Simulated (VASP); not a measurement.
# CS2 (P4/mmm) in VASP: further runs

The runs below take CS2 through relaxation of cell and atoms, single point, with PBE+D3(BJ).

Everything below comes from runs of VASP 6.6.1. Logs are shortened: lines on timing, memory, paths and dates and some standing lists are left out, and cuts for length are marked.

### Step 1. The cell of the first run

The structure is tetragonal, space group P4/mmm (No. 123). Conventional cell: a = 3.854 Å, b = 3.854 Å, c = 4.359 Å, α = 90.00°, β = 90.00°, γ = 90.00°. C (site symmetry 4/mmm) has 4 S at 1.93 Å within 2.6 Å. Within 2.6 Å of S (site symmetry mmm) lie 2 C at 1.93 Å.

The cell was built from a structure type or drawn by symmetry, and may not be a known phase.

### Step 2. Relaxation of cell and atoms, PBE+D3(BJ)

File INCAR:

```
SYSTEM = CS2
PREC     = Accurate       ! precision mode
ENCUT    = 600            ! plane-wave cutoff, eV
EDIFF    = 1E-6           ! SCF threshold, eV
ISMEAR   = 0              ! smearing method
SIGMA    = 0.1            ! smearing width, eV
LREAL    = .FALSE.        ! projectors in reciprocal space
LASPH    = .TRUE.         ! aspherical terms in the spheres
NELM     = 60             ! most SCF steps
ALGO     = Normal         ! electronic algorithm
ISIF     = 3              ! what is computed and relaxed
LWAVE    = .FALSE.        ! write WAVECAR
LCHARG   = .FALSE.        ! write CHGCAR
GGA      = PE             ! functional
IVDW     = 12             ! dispersion correction
IBRION   = 2              ! ionic algorithm
NSW      = 90             ! ionic steps
EDIFFG   = -0.04          ! ionic threshold
```

File KPOINTS:

```
regular mesh
0
G
  4 4 4
  0 0 0
```

File POSCAR:

```
CS2
1.0
    3.8541760300      0.0000000000      0.0000000000
    0.0000000000      3.8541760300      0.0000000000
    0.0000000000      0.0000000000      4.3594464400
C S
1 2
Direct
    0.0000000000      0.0000000000      0.0000000000
    0.0000000000      0.5000000000      0.0000000000
    0.5000000000      0.0000000000      0.0000000000
```

Potentials or basis: VASP PAW PBE potentials, release 64 (C, S).

The run is started by

```sh
> cat potpaw_PBE.64/C/POTCAR potpaw_PBE.64/S/POTCAR > POTCAR
> mpirun -np 1 vasp_std > vasp.out
```

OUTCAR:

```text
SYSTEM = CS2
   PREC = Accurate
   ENCUT = 600
   EDIFF = 1E-6
   ISMEAR = 0
   LREAL = .FALSE.
   LASPH = .TRUE.
   NELM = 60
   ISIF = 3
   GGA = PE
   IVDW = 12
   IBRION = 2
   NSW = 90
   EDIFFG = -0.04
 IVDW          = 12

 ion  position               nearest neighbor table
   1  0.000  0.000  0.000-   2 1.93   3 1.93   2 1.93   3 1.93
   2  0.000  0.500  0.000-   1 1.93   1 1.93   3 2.73   3 2.73   3 2.73   3 2.73
   3  0.500  0.000  0.000-   1 1.93   1 1.93   2 2.73   2 2.73   2 2.73   2 2.73

  LATTYP: Found a simple tetragonal cell.
 ALAT       =     3.8541760300
 C/A-ratio  =     1.1310968690

  Lattice vectors:

 A1 = (   3.8541760300,   0.0000000000,   0.0000000000)
 A2 = (   0.0000000000,   3.8541760300,   0.0000000000)
 A3 = (   0.0000000000,   0.0000000000,   4.3594464400)

Analysis of symmetry for initial positions (statically):
=====================================================================
 Subroutine PRICEL returns:
 Original cell was already a primitive cell.

 Routine SETGRP: Setting up the symmetry group for a
 simple tetragonal supercell.

 Subroutine GETGRP returns: Found 16 space group operations
 (whereof 16 operations were pure point group operations)
 out of a pool of 16 trial point group operations.

The static configuration has the point symmetry D_4h.

Analysis of symmetry for dynamics (positions and initial velocities):
=====================================================================
 Subroutine PRICEL returns:
 Original cell was already a primitive cell.

 Routine SETGRP: Setting up the symmetry group for a
 simple tetragonal supercell.

 Subroutine GETGRP returns: Found 16 space group operations
 (whereof 16 operations were pure point group operations)
 out of a pool of 16 trial point group operations.

The dynamic configuration has the point symmetry D_4h.

 Subroutine INISYM returns: Found 16 space group operations
 (whereof 16 operations are pure point group operations),
 and found     1 'primitive' translations

----------------------------------------------------------------------------------------

                                     Primitive cell

  volume of cell :      64.7582

  direct lattice vectors                    reciprocal lattice vectors
     3.854176030  0.000000000  0.000000000     0.259458829  0.000000000  0.000000000
     0.000000000  3.854176030  0.000000000     0.000000000  0.259458829  0.000000000
     0.000000000  0.000000000  4.359446440     0.000000000  0.000000000  0.229386922

  length of vectors
     3.854176030  3.854176030  4.359446440     0.259458829  0.259458829  0.229386922

  position of ions in fractional coordinates (direct lattice)
     0.000000000  0.000000000  0.000000000
     0.000000000  0.500000000  0.000000000
     0.500000000  0.000000000  0.000000000

  ion indices of the primitive-cell ions
   primitive index   ion index
                 1           1
                 2           2
                 3           3

----------------------------------------------------------------------------------------

 KPOINTS: regular mesh

Automatic generation of k-mesh.
 Grid dimensions read from file:
 generate k-points for:    4    4    4

 Generating k-lattice:

  Cartesian coordinates                     Fractional coordinates (reciprocal lattice)
     0.064864707  0.000000000  0.000000000     0.250000000  0.000000000  0.000000000
     0.000000000  0.064864707  0.000000000     0.000000000  0.250000000  0.000000000
     0.000000000  0.000000000  0.057346730     0.000000000  0.000000000  0.250000000

  Length of vectors
     0.064864707  0.064864707  0.057346730

  Shift w.r.t. Gamma in fractional coordinates (k-lattice)
     0.000000000  0.000000000  0.000000000

 Subroutine IBZKPT returns following result:
 ===========================================

 Found     18 irreducible k-points:

 Following reciprocal coordinates:
            Coordinates               Weight
  0.000000  0.000000  0.000000      1.000000
  0.250000  0.000000  0.000000      4.000000
  0.500000  0.000000  0.000000      2.000000
  0.250000  0.250000  0.000000      4.000000
  0.500000  0.250000  0.000000      4.000000
  0.500000  0.500000  0.000000      1.000000
[... 10 lines left out ...]
  0.500000  0.250000  0.500000      4.000000
  0.500000  0.500000  0.500000      1.000000
   k-points           NKPTS =     18   k-points in BZ     NKDIM =     18   number of bands    NBANDS=     12
   number of dos      NEDOS =    301   number of ions     NIONS =      3
   total plane-waves  NPLWV =  36864
   dimension x,y,z NGX =    32 NGY =   32 NGZ =   36
   dimension x,y,z NGXF=    64 NGYF=   64 NGZF=   72
   ions per type =               1   2
   NGX,Y,Z   is equivalent  to a cutoff of  13.80, 13.80, 13.73 a.u.
   NGXF,Y,Z  is equivalent  to a cutoff of  27.61, 27.61, 27.46 a.u.
 SYSTEM =  CS2
   PREC   = accura    normal or accurate (medium, high low for compatibility)
[... 76 lines left out ...]
  free  energy   TOTEN  =       -13.1569319045 eV

  energy  without entropy=      -13.1465035705  energy(sigma->0) =      -13.15171774

 E-fermi :   3.3015     XC(G=0):  -8.8343

 val. band max:        3.2792514261   @ k =   0.0000   0.0000   0.2500
 cond. band min:       3.3231840608   @ k =   0.0000   0.0000   0.5000
 fundamental gap:      0.0439326347
 Fermi energy:         3.3014625310

 k-point     1 :       0.0000    0.0000    0.0000
  band No.  band energies     occupation
      1     -14.2704      2.00000
      2      -7.3981      2.00000
      3      -5.2775      2.00000
      4      -5.2775      2.00000
      5      -2.2835      2.00000
      6      -1.6251      2.00000
      7       3.2371      1.63705
      8       3.2371      1.63705
      9       3.4161      0.10491
     10       6.1957      0.00000
     11       7.1641      0.00000
     12      10.1858      0.00000
[... 241 lines left out ...]
 k-point    18 :       0.5000    0.5000    0.5000
  band No.  band energies     occupation
      1     -10.7215      2.00000
      2     -10.6825      2.00000
      3     -10.6825      2.00000
      4      -2.7144      2.00000
      5       0.7000      2.00000
      6       0.7055      2.00000
      7       0.7055      2.00000
      8       4.3412      0.00000
      9       4.6010      0.00000
     10       4.6010      0.00000
     11       6.3134      0.00000
     12       8.2260      0.00000

 E-fermi :   5.0912     XC(G=0):  -9.9468

 val. band max:        5.0843470040   @ k =   0.2500   0.2500   0.0000
 cond. band min:       5.1636428926   @ k =   0.0000   0.0000   0.5000
 fundamental gap:      0.0792958887
 Fermi energy:         5.0912108074

 k-point     1 :       0.0000    0.0000    0.0000
  band No.  band energies     occupation
      1     -12.8052      2.00000
      2      -5.9232      2.00000
      3      -3.6920      2.00000
      4      -3.6920      2.00000
      5      -0.6739      2.00000
      6       1.0695      2.00000
      7       4.8238      1.99984
      8       4.8238      1.99984
      9       5.9348      0.00000
     10       8.6519      0.00000
     11       9.7007      0.00000
     12      11.6982      0.00000
[... 241 lines left out ...]
 k-point    18 :       0.5000    0.5000    0.5000
  band No.  band energies     occupation
      1      -8.8592      2.00000
      2      -8.8592      2.00000
      3      -8.8541      2.00000
      4      -0.8805      2.00000
      5       1.5196      2.00000
      6       1.5196      2.00000
      7       1.8552      2.00000
      8       6.1734      0.00000
      9       6.5897      0.00000
     10       6.5897      0.00000
     11       8.1483      0.00000
     12       9.2652      0.00000

 E-fermi :  10.6264     XC(G=0): -12.0861

 val. band max:       10.5826710282   @ k =   0.2500   0.2500   0.2500
 cond. band min:      10.6373053711   @ k =   0.5000   0.5000   0.2500
 fundamental gap:      0.0546343429
 Fermi energy:        10.6263728912

 k-point     1 :       0.0000    0.0000    0.0000
  band No.  band energies     occupation
      1     -10.1376      2.00000
      2      -3.8376      2.00000
      3      -0.2003      2.00000
      4      -0.2003      2.00000
      5       2.2594      2.00000
      6       8.2124      2.00000
      7       8.2124      2.00000
      8      12.7132      0.00000
      9      14.9356      0.00000
     10      15.0617      0.00000
     11      18.0154      0.00000
     12      19.1728      0.00000
[... 241 lines left out ...]
 k-point    18 :       0.5000    0.5000    0.5000
  band No.  band energies     occupation
      1      -2.2907      2.00000
      2      -2.1112      2.00000
      3      -2.1112      2.00000
      4       2.1383      2.00000
      5       2.1383      2.00000
      6       3.8204      2.00000
      7       5.6498      2.00000
      8      12.3654      0.00000
      9      12.5982      0.00000
     10      13.2149      0.00000
     11      13.2149      0.00000
     12      14.3750      0.00000

[... ionic steps 4 to 15 ...]

--------------------------------------- Ionic step       16  -------------------------------------------

 number of electron      15.9999997 magnetization

------------------------ aborting loop because EDIFF is reached ----------------------------------------

 Edisp (eV)   -0.89861

 E8    (eV) :    -0.3135
[... 71 lines left out ...]
  energy  without entropy=      -13.3210698978  energy(sigma->0) =      -13.32464253

--------------------------------------- Ionic step       18  -------------------------------------------

 number of electron      15.9999999 magnetization

 Free energy of the ion-electron system (eV)
  ---------------------------------------------------
  ext. energy  EPLUGINS =         0.00000000
  ---------------------------------------------------
  free energy    TOTEN  =       -12.47158957 eV

  energy without entropy =      -12.46384940  energy(sigma->0) =      -12.46771949

 E-fermi :   6.8327     XC(G=0): -10.8126

 val. band max:        6.7008827008   @ k =   0.5000   0.2500   0.0000
 cond. band min:       6.8905871232   @ k =   0.5000   0.2500   0.2500
 fundamental gap:      0.1897044224
 Fermi energy:         6.8326841342

 k-point     1 :       0.0000    0.0000    0.0000
  band No.  band energies     occupation
      1     -11.4049      2.00000
      2      -5.2296      2.00000
      3      -2.1052      2.00000
      4      -2.1052      2.00000
      5       0.3530      2.00000
      6       5.0272      2.00000
      7       5.8648      2.00000
      8       5.8648      2.00000
      9       9.3189      0.00000
     10      11.6639      0.00000
     11      12.8343      0.00000
     12      13.0327      0.00000
[... 287 lines left out ...]
  FREE ENERGIE OF THE ION-ELECTRON SYSTEM (eV)
  ---------------------------------------------------
  free  energy   TOTEN  =       -13.3362075902 eV

  energy  without entropy=      -13.3284674152  energy(sigma->0) =      -13.33233750

 reached required accuracy - stopping structural energy minimisation
```

Wall time 4.3 min (1 thread of Intel Xeon 8259CL, shared host); peak memory 0.21 GiB.

Results:

| Item | Value |
| --- | --- |
| Free energy | -13.3362 eV |
| Relaxed volume | 13.75 Å³/atom |
| Relaxed cell | a = 3.859 Å, b = 3.859 Å, c = 2.769 Å, α = 90.00°, β = 90.00°, γ = 90.00° |
| Space group after relaxing (to 0.1 Å) | P4/mmm (No. 123) |
| Energy gained by relaxing | 62.0 meV/atom |
| Ionic steps | 18 |
| Pressure after relaxing | 0.0 GPa |
| Band gap on the k mesh | zero (bands 8 and 9 overlap by 2.48 eV) |
| Dispersion energy per atom | -0.288 eV |

Stress tensor (GPa, compression positive):
```
-0.03  0.00  0.00
 0.00 -0.03  0.00
 0.00  0.00  0.16
```

The path:
```
step  energy change (eV)  largest force (eV/Å)  pressure (GPa)  volume (Å³)
   1              0.0000                0.0000           -1.17        64.76
   2             -0.0065                0.0000           -0.02        63.30
   3             -0.0067                0.0000            0.21        63.02
   4             -0.0121                0.0000            0.21        62.43
   5             -0.0295                0.0000            0.21        60.67
   6             -0.0678                0.0000            0.33        57.15
   7             -0.1117                0.0000            0.80        50.18
   8             -0.1340                0.0000            0.96        47.55
   9             -0.1308                0.0000            2.49        42.33
  10              0.1670                0.0000           31.62        32.01
  11             -0.1365                0.0000            2.67        41.85
  12             -0.0583                0.0000           11.66        36.91
  13             -0.1482                0.0000            3.76        40.73
  14             -0.1455                0.0000            6.21        39.10
  15             -0.1517                0.0000            4.20        40.26
  16             -0.1527                0.0000            4.99        39.73
  17             -0.1779                0.0000           -2.12        42.00
  18             -0.1859                0.0000            0.04        41.24
```

Final structure:
```
C S
1.0
     3.85868    0.00000    0.00000
     0.00000    3.85868    0.00000
     0.00000    0.00000    2.76944
C S
1 2
Cartesian
  3.8587 0.0000 0.0000
  0.0000 1.9293 2.7694
  1.9293 3.8587 0.0000
```

Caveat: the k points lie up to 0.57 Å⁻¹ apart in the final cell, too coarse for converged energies and pressures of a metal; the volume moved by over 15 % at a fixed basis, so the end points are rough.

### Step 3. Relaxation of cell and atoms, PBE+D3(BJ)

This run uses another cell than the first one, of 17.21 Å³/atom.

File INCAR:

```
PREC = Accurate ; ENCUT = 600
EDIFF = 1E-7 ; ISMEAR = 0
SIGMA = 0.1 ; LREAL = F
LASPH = T ; NELM = 100
ALGO = Normal ; ISIF = 3
LWAVE = F ; LCHARG = F
GGA = PE ; IVDW = 12
IBRION = 2 ; NSW = 90
EDIFFG = -0.04
```

File KPOINTS:

```
Automatic mesh
0
Gamma
  4 4 6
```

File POSCAR:

```
CS2
1.0
    3.8275067219      0.0000000000      0.0000000000
    0.0000000000      3.8275067219      0.0000000000
    0.0000000000      0.0000000000      3.5245654754
C S
1 2
Direct
    0.0000000000      0.0000000000      0.0000000000
    0.0000000000      0.5000000000      0.0000000000
    0.5000000000      0.0000000000      0.0000000000
```

Potentials or basis: VASP PAW PBE potentials, release 64 (C, S).

The run is started by

```sh
> cat potpaw_PBE.64/C/POTCAR potpaw_PBE.64/S/POTCAR > POTCAR
> mpirun -np 1 vasp_std > vasp.out
```

Run time: 2.9 min. Hardware: 1 thread of Intel Xeon 8259CL, shared host; peak memory 0.19 GiB.

Results (log left out):

```
Free energy                           : -13.3099 eV
Relaxed volume                        : 15.41 Å³/atom
Relaxed cell                          : a = 3.812 Å, b = 3.812 Å, c = 3.181 Å, α = 90.00°, β = 90.00°, γ = 90.00°
Space group after relaxing (to 0.1 Å) : P4/mmm (No. 123)
Energy gained by relaxing             : 15.8 meV/atom
Ionic steps                           : 11
Pressure after relaxing               : 0.0 GPa
Band gap on the k mesh                : zero (bands 8 and 9 overlap by 1.90 eV)
Dispersion energy per atom            : -0.253 eV
```

Step by step:
| step | energy change (eV) | largest force (eV/Å) | pressure (GPa) | volume (Å³) |
| --- | --- | --- | --- | --- |
| 1 | 0.0000 | 0.0000 | -0.83 | 51.63 |
| 2 | -0.0013 | 0.0000 | 0.18 | 50.97 |
| 3 | -0.0014 | 0.0000 | -0.05 | 51.12 |
| 4 | -0.0027 | 0.0000 | -0.06 | 50.85 |
| 5 | -0.0078 | 0.0000 | -0.14 | 50.03 |
| 6 | -0.0257 | 0.0000 | -0.36 | 48.41 |
| 7 | -0.0422 | 0.0000 | 0.80 | 45.18 |
| 8 | -0.0465 | 0.0000 | 0.19 | 46.47 |
| 9 | -0.0472 | 0.0000 | 0.34 | 46.13 |
| 10 | -0.0378 | 0.0000 | -2.10 | 46.88 |
| 11 | -0.0473 | 0.0000 | 0.03 | 46.22 |

Final structure:
```xyz
3
Lattice="3.8118 0.0000 0.0000 0.0000 3.8118 0.0000 0.0000 0.0000 3.1811" Properties=species:S:1:pos:R:3 pbc="T T T"
C     0.0000    0.0000    3.1811
S     0.0000    1.9059    0.0000
S     1.9059    0.0000    3.1811
```

Levels at points of the mesh, in eV from the Fermi level:
```
           k point  band 5  band 6  band 7  band 8  band 9  band 10  band 11  band 12
(0.00, 0.00, 0.00)   -5.74   -3.54   -0.27   -0.27    1.20     3.87     5.04     6.64
(0.50, 0.00, 0.00)   -2.71   -2.46   -2.18   -0.44    0.81     3.02     3.20     6.90
(0.50, 0.50, 0.00)   -0.67   -0.24   -0.24    0.89    1.07     1.07     2.78     5.90
(0.00, 0.00, 0.50)   -7.09   -5.04   -1.73    0.17    0.17     1.76     6.23     6.23
(0.50, 0.00, 0.50)   -5.68   -4.10   -2.16   -1.52    0.81     1.46     3.61     7.97
(0.50, 0.50, 0.50)   -3.69   -3.69   -3.23    1.17    1.65     1.65     3.09     4.15
```

Caveat: the k points lie up to 0.41 Å⁻¹ apart in the final cell, too coarse for converged energies and pressures of a metal.

### Step 4. Single point, PBE+D3(BJ)

This run uses another cell than the first one, of 12.98 Å³/atom.

File INCAR:

```
PREC = Accurate
ENCUT = 520
EDIFF = 1E-6
ISMEAR = 0
SIGMA = 0.1
LREAL = F
LASPH = T
NELM = 80
ALGO = Normal
ISIF = 2
LWAVE = F
LCHARG = T
GGA = PE
IVDW = 12
LELF = T
LVHAR = T
NBANDS = 15
```

File KPOINTS:

```
Automatic mesh
0
Gamma
  12 12 20
```

File POSCAR:

```
CS2
1.0
    4.1703724081      0.0000000000      0.0000000000
    0.0000000000      4.1703724081      0.0000000000
    0.0000000000      0.0000000000      2.2395953466
C S
1 2
Direct
    0.0000000000      0.0000000000      0.0000000000
    0.0000000000      0.5000000000      0.0000000000
    0.5000000000      0.0000000000      0.0000000000
```

The run is started by

```sh
> cat potpaw_PBE.64/C/POTCAR potpaw_PBE.64/S/POTCAR > POTCAR
> mpirun -np 1 vasp_std > vasp.out
```

Wall time 3.1 min (1 thread of Intel Xeon 8259CL, shared host); peak memory 0.27 GiB.

It converged, with:

- Free energy: -13.5477 eV
- Pressure: -0.3 GPa
- Band gap on the k mesh: zero (bands 8 and 9 overlap by 5.45 eV)
- Dispersion energy per atom: -0.305 eV

Stress tensor (GPa, compression positive):
```
-0.21  0.00  0.00
 0.00 -0.21  0.00
 0.00  0.00 -0.50
```

Levels at points of the mesh, in eV from the Fermi level:
```tsv
k point	band 4	band 5	band 6	band 7	band 8	band 9	band 10	band 11	band 12	band 13
(0.00, 0.00, 0.00)	-8.72	-8.72	-2.58	-2.58	4.16	4.37	5.07	7.42	7.42	7.66
(0.50, 0.00, 0.00)	-8.20	-4.43	-4.29	-0.58	-0.36	4.58	7.06	7.44	8.07	8.76
(0.50, 0.50, 0.00)	-7.13	-1.93	-0.91	-0.91	-0.61	1.26	5.11	7.10	7.10	8.44
(0.00, 0.00, 0.50)	-6.91	-5.43	-5.43	-3.93	-2.19	0.90	0.90	4.20	4.20	9.35
(0.50, 0.00, 0.50)	-7.88	-6.04	-5.08	-3.26	-0.39	-0.19	2.30	3.18	5.33	6.12
(0.50, 0.50, 0.50)	-7.79	-7.79	-5.12	-2.80	1.27	2.17	2.17	2.67	3.63	4.96
```

### Step 5. Overview

```csv
task,cell,k mesh,cutoff (eV),gap on the mesh (eV),pressure (GPa),relaxed volume (Å³/atom)
relaxation of cell and atoms,"relaxed from a = 3.854, b = 3.854, c = 4.359 Å, 3 atoms",4 × 4 × 4,600,none,0.0,13.75
relaxation of cell and atoms,"relaxed from a = 3.828, b = 3.828, c = 3.525 Å, 3 atoms",4 × 4 × 6,600,none,0.0,15.41
single point,"a = 4.170, b = 4.170, c = 2.240 Å, 3 atoms",12 × 12 × 20,520,none,-0.3,-
```

Alike in all rows: level PBE+D3(BJ); potentials or basis VASP PAW PBE potentials, release 64 (C, S); no spin polarisation; smearing gaussian 0.1 eV.

Caveats: some runs use coarse meshes; the volume moved by over 15 % at a fixed basis, so the end points are rough (at least some runs).

Total energies depend on the potentials used, so only differences within one code and one set of settings carry meaning.
